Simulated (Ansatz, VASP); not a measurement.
# BN: VASP beside Ansatz

```xyz
2
Lattice="0.0000 3.6959 2.2957 1.3091 0.0217 2.2607 1.3091 3.6742 0.0350" Properties=species:S:1:pos:R:3 pbc="T T T"
B     1.3091    3.6698    0.0041
N     1.3091    3.7075    3.0803
```

Alike in both runs: task single point; functional PBE; k mesh 12 × 12 × 12; occupations gaussian, width 0.02 eV; no spin polarisation.

```csv
,VASP,Ansatz
version,VASP 6.6.1,Ansatz 0.2.0
potentials or method,"VASP PAW PBE potentials, release 64 (B, N), cutoff 520 eV","scalar-relativistic, plane waves, PAW"
valence electrons in the cell,8,8
```

Ansatz gave:

| Property | Result |
| --- | --- |
| gap on the k mesh at the Fermi level (eV) | 3.43 |
| least direct gap on the mesh (eV) | 4.19 |
| pressure (GPa) | -20.1 |
| traceless stress, the component that is largest in VASP (GPa) | 20.99 |
| rms of the force components (eV/Å) | 1.133 |

Task: What did VASP give for the same quantities?

Result: gap on the k mesh at the Fermi level (eV): 3.42; least direct gap on the mesh (eV): 4.19; pressure (GPa): -20.1; traceless stress, the component that is largest in VASP (GPa): 20.86; rms of the force components (eV/Å): 1.135.

Atom by atom the forces differ by 0.001 eV/Å (rms over components).
